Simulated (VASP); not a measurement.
Here is a VASP 6.6.1 calculation.

The input POSCAR:

```
Ru
1.0
    2.7588683749      0.0000000000      0.0000000000
   -1.3794341875      2.3892500984      0.0000000000
    0.0000000000      0.0000000000      4.3658801443
Ru
2
Direct
    0.6666666667      0.3333333333      0.7500000000
    0.3333333333      0.6666666667      0.2500000000
```

Contents of INCAR.step1:

```
PREC     = Accurate       # precision mode
ENCUT    = 520            # plane-wave cutoff, eV
ISMEAR   = -1             # smearing method
SIGMA    = 0.05           # smearing width, eV
LREAL    = False          # projectors in reciprocal space
LASPH    = True           # aspherical terms in the spheres
NELM     = 100            # most SCF steps
NBANDS   = 21             # bands
GGA      = PE             # functional
ALGO     = Normal         # electronic algorithm
EDIFF    = 1E-4           # SCF threshold, eV
LWAVE    = True           # write WAVECAR
LCHARG   = False          # write CHGCAR
```

INCAR.step2

```
PREC     = Accurate       # precision mode
ENCUT    = 520            # plane-wave cutoff, eV
EDIFF    = 1E-6           # SCF threshold, eV
ISMEAR   = -1             # smearing method
SIGMA    = 0.05           # smearing width, eV
LREAL    = False          # projectors in reciprocal space
LASPH    = True           # aspherical terms in the spheres
NELM     = 100            # most SCF steps
ALGO     = Normal         # electronic algorithm
ISIF     = 2              # what is computed and relaxed
LWAVE    = False          # write WAVECAR
LCHARG   = False          # write CHGCAR
METAGGA  = R2SCAN         # meta-GGA
LMIXTAU  = True         
IVDW     = 12             # dispersion correction
VDW_S6   = 1.0          
VDW_S8   = 0.78981345   
VDW_A1   = 0.49484001   
VDW_A2   = 5.73083694   
NBANDS   = 21             # bands
ISTART   = 1
```

Contents of KPOINTS:

```
Automatic mesh
0
Gamma
  11 11 6
```

Potentials or basis: VASP PAW PBE potentials, release 64 (Ru_pv).

Command:

```sh
$ cat potpaw_PBE.64/Ru_pv/POTCAR > POTCAR
$ cp INCAR.step1 INCAR
$ mpirun -np 1 vasp_std > vasp.out
$ cp INCAR.step2 INCAR
$ mpirun -np 1 vasp_std > vasp.out
```

Question: What does it give for the band gap on the k mesh?

Answer: Zero (band 14 reaches 13.10 eV, above the bottom of band 15 at 10.18 eV).

Question: Estimate the dispersion energy per atom.

Answer: -0.277 eV.

Question: Estimate the pressure.

Answer: -20.6 GPa.

Stress tensor (GPa, compression positive):
```
-20.00   0.00   0.00
  0.00 -20.00   0.00
  0.00   0.00 -21.87
```

Caveat: the PAW data sets were made with another functional, which shifts forces and pressure a little; pairwise dispersion overbinds metals, which lowers pressure and volume.
